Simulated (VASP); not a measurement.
Runs of VASP 6.6.1 on TiCo2. The structure is that of space group Fd-3m (No. 227), or close to it. The cells are those of the table. 

```csv
task,spin,cell,k mesh,cutoff (eV),smearing,gap on the mesh (eV),pressure (GPa),moment (μB),relaxed volume (Å³/atom)
single point,"collinear, ferrimagnetic start","a = 4.588 Å, angles 60.0°, 6 atoms",6 × 6 × 6,520,gaussian 0.1 eV,none,-0.6,0.00,-
relaxation of cell and atoms,"collinear, ferrimagnetic start","relaxed from a = 4.740 Å, angles 60.0°, 6 atoms",6 × 6 × 6,600,gaussian 0.1 eV,none,-0.1,0.00,11.36
relaxation of cell and atoms,off,"relaxed from a = 4.588 Å, angles 60.0°, 6 atoms",10 × 10 × 10,600,gaussian 0.1 eV,none,0.0,-,(b)
single point,off,"a = 4.623 Å, angles 60.0°, 6 atoms",10 × 10 × 10,520,fermi-dirac 0.15 eV,none,(a),-,-
single point,off,"a = 4.593 Å, angles 60.0°, 6 atoms",10 × 10 × 10,520,fermi-dirac 0.15 eV,none,-0.5,-,-
```

Alike in all rows: level LDA; potentials or basis VASP PAW LDA potentials, release 64 (Ti_sv, Co).

**Question.** Fill in the values left out.

**Answer.** (a) -5.0; (b) 11.35.

A gap of «none» marks levels without a gap at the run's occupations.
